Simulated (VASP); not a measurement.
# CaSe (Fm-3m) in VASP: notebook

The runs below take CaSe through single point, with PBEsol.

All numbers are computed with VASP 6.6.1; they aren't measurements. Logs are shortened: lines on timing, memory, paths and dates and some standing lists are left out, and cuts for length are marked.

## 1. The cell of the first run

The structure is cubic, space group Fm-3m (No. 225). The conventional cell has a = 5.799 Å, b = 5.799 Å, c = 5.799 Å, α = 90.00°, β = 90.00°, γ = 90.00°. Within 3.8 Å of Ca (site symmetry m-3m) lie 6 Se at 2.90 Å. Se (site symmetry m-3m) has 6 Ca at 2.90 Å within 3.8 Å.

## 2. Single point, PBEsol, non-collinear spin, zero start, spin-orbit coupling

File INCAR:

```
SYSTEM = CaSe
PREC     = Accurate       ! precision mode
ENCUT    = 520            ! plane-wave cutoff, eV
EDIFF    = 1E-7           ! SCF threshold, eV
ISMEAR   = 0              ! smearing method
SIGMA    = 0.01           ! smearing width, eV
LREAL    = .FALSE.        ! projectors in reciprocal space
LASPH    = .TRUE.         ! aspherical terms in the spheres
NELM     = 150            ! most SCF steps
ALGO     = Normal         ! electronic algorithm
ISIF     = 2              ! what is computed and relaxed
LWAVE    = .FALSE.        ! write WAVECAR
LCHARG   = .TRUE.         ! write CHGCAR
MAGMOM   = 0 0 0 0 0 0    ! initial moments
LORBIT   = 11             ! projections on sites
LSORBIT  = .TRUE.         ! spin-orbit coupling
GGA_COMPAT= .FALSE.      
LORBMOM  = .TRUE.       
GGA      = PS             ! functional
LVHAR    = .TRUE.       
NBANDS   = 28             ! bands
```

File KPOINTS:

```
Automatic mesh
0
G
  8 8 8
  0 0 0
```

File POSCAR:

```
CaSe
1.0
    2.8995203411      2.8995203411      0.0000000000
   -2.8995203411      2.8995203411      0.0000000000
    0.0000000000      2.8995203411      2.8995203411
Ca Se
1 1
Direct
    0.0000000000      0.0000000000      0.0000000000
    0.5000000000      0.5000000000      0.0000000000
```

Potentials or basis: VASP PAW PBE potentials, release 64 (Ca_sv, Se).

On the command line:

```bash
$ cat potpaw_PBE.64/Ca_sv/POTCAR potpaw_PBE.64/Se/POTCAR > POTCAR
$ mpirun -np 1 vasp_ncl > vasp.out
```

OUTCAR:

```text
SYSTEM = CaSe
   PREC = Accurate
   ENCUT = 520
   EDIFF = 1E-7
   ISMEAR = 0
   LREAL = .FALSE.
   LASPH = .TRUE.
   NELM = 150
   ISIF = 2
   LORBIT = 11
   LSORBIT = .TRUE.
   GGA = PS

 ion  position               nearest neighbor table
   1  0.000  0.000  0.000-   2 2.90   2 2.90   2 2.90   2 2.90   2 2.90   2 2.90
   2  0.500  0.500  0.000-   1 2.90   1 2.90   1 2.90   1 2.90   1 2.90   1 2.90

  LATTYP: Found a face centered cubic cell.
 ALAT       =     5.7990406822

  Lattice vectors:

 A1 = (   0.0000000000,   2.8995203411,   2.8995203411)
 A2 = (   2.8995203411,   0.0000000000,   2.8995203411)
 A3 = (   2.8995203411,   2.8995203411,   0.0000000000)

Analysis of symmetry for initial positions (statically):
=====================================================================
 Subroutine PRICEL returns:
 Original cell was already a primitive cell.

 Routine SETGRP: Setting up the symmetry group for a
 face centered cubic supercell.

 Subroutine GETGRP returns: Found 48 space group operations
 (whereof 48 operations were pure point group operations)
 out of a pool of 48 trial point group operations.

The static configuration has the point symmetry O_h .

Analysis of symmetry for dynamics (positions and initial velocities):
=====================================================================
 Subroutine PRICEL returns:
 Original cell was already a primitive cell.

 Routine SETGRP: Setting up the symmetry group for a
 face centered cubic supercell.

 Subroutine GETGRP returns: Found 48 space group operations
 (whereof 48 operations were pure point group operations)
 out of a pool of 48 trial point group operations.

The dynamic configuration has the point symmetry O_h .

Analysis of structural, dynamic, and magnetic symmetry:
=====================================================================
 Subroutine PRICEL returns:
 Original cell was already a primitive cell.

 Routine SETGRP: Setting up the symmetry group for a
 face centered cubic supercell.

 Subroutine GETGRP returns: Found 48 space group operations
 (whereof 48 operations were pure point group operations)
 out of a pool of 48 trial point group operations.

The overall configuration has the point symmetry O_h .

 Subroutine INISYM returns: Found 48 space group operations
 (whereof 48 operations are pure point group operations),
 and found     1 'primitive' translations

[... 923 lines left out ...]
 -----------------------------------------------------------------------------------
    total drift:                               -0.000000      0.000000      0.000000

  FREE ENERGIE OF THE ION-ELECTRON SYSTEM (eV)
  ---------------------------------------------------
  free  energy   TOTEN  =       -10.0812058670 eV

  energy  without entropy=      -10.0812058670  energy(sigma->0) =      -10.08120587

 orbital moment (x)

 # of ion     p       d       tot
 ----------------------------------------
  1         0.000  -0.000  -0.000
  2        -0.000   0.000   0.000
 ----------------------------------------
           -0.000  -0.000  -0.000

 orbital moment (y)

 # of ion     p       d       tot
 ----------------------------------------
  1         0.000   0.000   0.000
  2         0.000  -0.000  -0.000
 ----------------------------------------
            0.000   0.000   0.000

 orbital moment (z)

 # of ion     p       d       tot
 ----------------------------------------
  1         0.000   0.000   0.000
  2         0.000   0.000   0.000
 ----------------------------------------
            0.000   0.000   0.000

 Spin-Orbit-Coupling matrix elements

 Ion:    1  E_soc:     -0.0060734
 l=   1
     0.0000000    -0.0010000    -0.0010000
    -0.0010000     0.0000000    -0.0010000
    -0.0010000    -0.0010000     0.0000000
 l=   2
     0.0000000     0.0000013     0.0000000     0.0000013    -0.0000135
     0.0000013     0.0000000    -0.0000101     0.0000013    -0.0000034
     0.0000000    -0.0000101     0.0000000    -0.0000101     0.0000000
     0.0000013     0.0000013    -0.0000101     0.0000000    -0.0000034
    -0.0000135    -0.0000034     0.0000000    -0.0000034     0.0000000
 l=   3
     0.0000000     0.0000000     0.0000000     0.0000000     0.0000000     0.0000000     0.0000000
     0.0000000     0.0000000     0.0000000     0.0000000     0.0000000     0.0000000     0.0000000
     0.0000000     0.0000000     0.0000000     0.0000000     0.0000000     0.0000000     0.0000000
     0.0000000     0.0000000     0.0000000     0.0000000     0.0000000     0.0000000     0.0000000
     0.0000000     0.0000000     0.0000000     0.0000000     0.0000000     0.0000000     0.0000000
     0.0000000     0.0000000     0.0000000     0.0000000     0.0000000     0.0000000     0.0000000
     0.0000000     0.0000000     0.0000000     0.0000000     0.0000000     0.0000000     0.0000000

 Ion:    2  E_soc:     -0.0356201
 l=   1
     0.0000000    -0.0059364    -0.0059364
    -0.0059364     0.0000000    -0.0059364
    -0.0059364    -0.0059364     0.0000000
 l=   2
     0.0000000    -0.0000005     0.0000000    -0.0000005     0.0000002
    -0.0000005     0.0000000     0.0000001    -0.0000005     0.0000000
     0.0000000     0.0000001     0.0000000     0.0000001     0.0000000
    -0.0000005    -0.0000005     0.0000001     0.0000000     0.0000000
     0.0000002     0.0000000     0.0000000     0.0000000     0.0000000
 l=   3
     0.0000000     0.0000000     0.0000000     0.0000000     0.0000000     0.0000000     0.0000000
     0.0000000     0.0000000     0.0000000     0.0000000     0.0000000     0.0000000     0.0000000
     0.0000000     0.0000000     0.0000000     0.0000000     0.0000000     0.0000000     0.0000000
     0.0000000     0.0000000     0.0000000     0.0000000     0.0000000     0.0000000     0.0000000
     0.0000000     0.0000000     0.0000000     0.0000000     0.0000000     0.0000000     0.0000000
     0.0000000     0.0000000     0.0000000     0.0000000     0.0000000     0.0000000     0.0000000
     0.0000000     0.0000000     0.0000000     0.0000000     0.0000000     0.0000000     0.0000000

 total charge

# of ion       s       p       d       tot
------------------------------------------
    1        2.037   5.856   0.267   8.160
    2        1.433   2.503   0.006   3.942
--------------------------------------------------
tot          3.469   8.359   0.274  12.102

 magnetization (x)

# of ion       s       p       d       tot
------------------------------------------
    1        0.000   0.000   0.000   0.000
    2        0.000   0.000   0.000   0.000
--------------------------------------------------
tot          0.000   0.000   0.000   0.000

 magnetization (y)

# of ion       s       p       d       tot
------------------------------------------
    1       -0.000   0.000  -0.000  -0.000
    2        0.000   0.000   0.000   0.000
--------------------------------------------------
tot         -0.000   0.000  -0.000  -0.000

 magnetization (z)

# of ion       s       p       d       tot
------------------------------------------
    1        0.000  -0.000   0.000   0.000
    2       -0.000   0.000   0.000  -0.000
--------------------------------------------------
tot          0.000  -0.000   0.000   0.000
```

OSZICAR:

```text
N       E                     dE             d eps       ncg     rms          rms(c)
DAV:   1     0.132934154661E+03    0.13293E+03   -0.73640E+03  1624   0.107E+03
DAV:   2    -0.169226945812E+01   -0.13463E+03   -0.12899E+03  1828   0.298E+02
DAV:   3    -0.984096914947E+01   -0.81487E+01   -0.80606E+01  2536   0.653E+01
DAV:   4    -0.102200694524E+02   -0.37910E+00   -0.37586E+00  2396   0.108E+01
DAV:   5    -0.102274743752E+02   -0.74049E-02   -0.74045E-02  2196   0.125E+00    0.427E+00
DAV:   6    -0.100989487149E+02    0.12853E+00   -0.17398E-01  1964   0.232E+00    0.254E+00
DAV:   7    -0.100806677337E+02    0.18281E-01   -0.88458E-02  2084   0.205E+00    0.787E-01
DAV:   8    -0.100808518797E+02   -0.18415E-03   -0.67932E-03  2132   0.654E-01    0.448E-01
DAV:   9    -0.100811187942E+02   -0.26691E-03   -0.53352E-04  2108   0.175E-01    0.731E-02
DAV:  10    -0.100811812053E+02   -0.62411E-04   -0.13268E-04  2116   0.100E-01    0.289E-02
DAV:  11    -0.100812056465E+02   -0.24441E-04   -0.40537E-05  2004   0.448E-02    0.614E-03
DAV:  12    -0.100812058835E+02   -0.23698E-06   -0.64143E-06  1896   0.265E-02    0.336E-03
DAV:  13    -0.100812058670E+02    0.16521E-07   -0.42961E-07  2244   0.433E-03
   1 F= -.10081206E+02 E0= -.10081206E+02  d E =-.130189E-13  mag=    -0.0000    -0.0000    -0.0000
```

stdout:

```text
POSCAR found type information on POSCAR CaSe
 POSCAR found :  2 types and       2 ions
 scaLAPACK will be used
 -----------------------------------------------------------------------------
|                                                                             |
|                                                                             |
|     You enforced a specific xc type in the INCAR file but a different       |
|     I HOPE YOU KNOW WHAT YOU ARE DOING!                                     |
|                                                                             |
 -----------------------------------------------------------------------------

 LDA part: xc-table for (Slater+PW92), standard interpolation
 POSCAR, INCAR and KPOINTS ok, starting setup
 FFT: planning ... GRIDC
 FFT: planning ... GRID_SOFT
 FFT: planning ... GRID
 WAVECAR not read
 entering main loop
```

It took 78 s on 1 thread of Intel Xeon Platinum 8375C at 2.90GHz (Ice Lake), shared host; peak memory 0.3 GiB.

What came out:

- Free energy: -10.0812 eV
- Pressure: 2.2 GPa
- Net moment: 0.00 μB per cell
- Valence electrons inside the program's atomic spheres: Ca 8.16; Se 3.94

Moments on the atoms (μB; x, y, z):
```
Ca  0.00 0.00 0.00
Se  0.00 0.00 0.00
```

Caveat: the PAW data sets were made with another functional, which shifts forces and pressure a little.

[end of part 1 of 3]
